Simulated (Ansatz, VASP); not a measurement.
## One calculation of NaW, two programs

File INCAR:

```
  PREC = Accurate
  ENCUT = 600
  EDIFF = 1E-6
  ISMEAR = 0
  SIGMA = 0.1
  LREAL = F
  LASPH = T
  NELM = 100
  ALGO = Fast
  ISIF = 3
  LWAVE = F
  LCHARG = F
  GGA = PE
  IBRION = 2
  NSW = 100
  EDIFFG = -0.01
```

KPOINTS

```
Automatic mesh
0
Gamma
  24 24 10
```

File POSCAR:

```
NaW
1.0
    2.7596083811      0.0000000000      0.0000000000
   -1.3798041906      2.3898909625      0.0000000000
    0.0000000000      0.0000000000      5.9289688875
Na W
1 1
Direct
    0.0000000000      0.0000000000      0.5000000000
    0.0000000000      0.0000000000      0.0000000000
```

Input for Ansatz:

```yaml
crystal:
  lattice:
    - [2.7596083811, 0.0, 0.0]
    - [-1.3798041906, 2.3898909625, 0.0]
    - [0.0, 0.0, 5.9289688875]
  atoms:
    - { symbol: Na, position: [0.0, 0.0, 0.5] }
    - { symbol: W, position: [0.0, 0.0, 0.0] }
basis:
  ecutwfc: 420
kpoints:
  mp_grid: { grid: [24, 24, 10] }
hamiltonian:
  xc: pbe
scf:
  occupations: { method: gaussian, width: 0.1 }
output:
  forces: true
  stress: true
  eigenvalues: true
relax:
  adjacent_minimum: "off"
  f_tol: 0.01
  max_steps: 80
  cell: { stress_tol: 0.05 }
```

Alike in both runs: task relaxation of cell and atoms; functional PBE; k mesh 24 × 24 × 10; occupations gaussian, width 0.1 eV; no spin polarisation.

|  | VASP | Ansatz |
| --- | --- | --- |
| version | VASP 6.6.1 | Ansatz 0.2.0 |
| potentials or method | VASP PAW PBE potentials, release 64 (Na_pv, W_sv), cutoff 600 eV | scalar-relativistic, plane waves, PAW |
| valence electrons in the cell | 21 | 23 |

Ansatz gave:

| Item | Value |
| --- | --- |
| gap on the k mesh at the Fermi level, each at its own relaxed structure (eV) | none |
| relaxed volume (Å³/atom) | 19.51 |
| relaxed length of the cell vector where the two differ most in proportion (Å) | 2.754 |

Question: Which values does VASP return?

Answer: gap on the k mesh at the Fermi level, each at its own relaxed structure (eV): none; relaxed volume (Å³/atom): 19.53; relaxed length of the cell vector where the two differ most in proportion (Å): 2.756.

A gap of «none» marks a metal or a gap that the smearing closes. VASP's potentials hold 21 valence electrons a cell and Ansatz's 23, so a difference there can come from the potentials and not from the codes.

Spin-orbit coupling is off throughout.
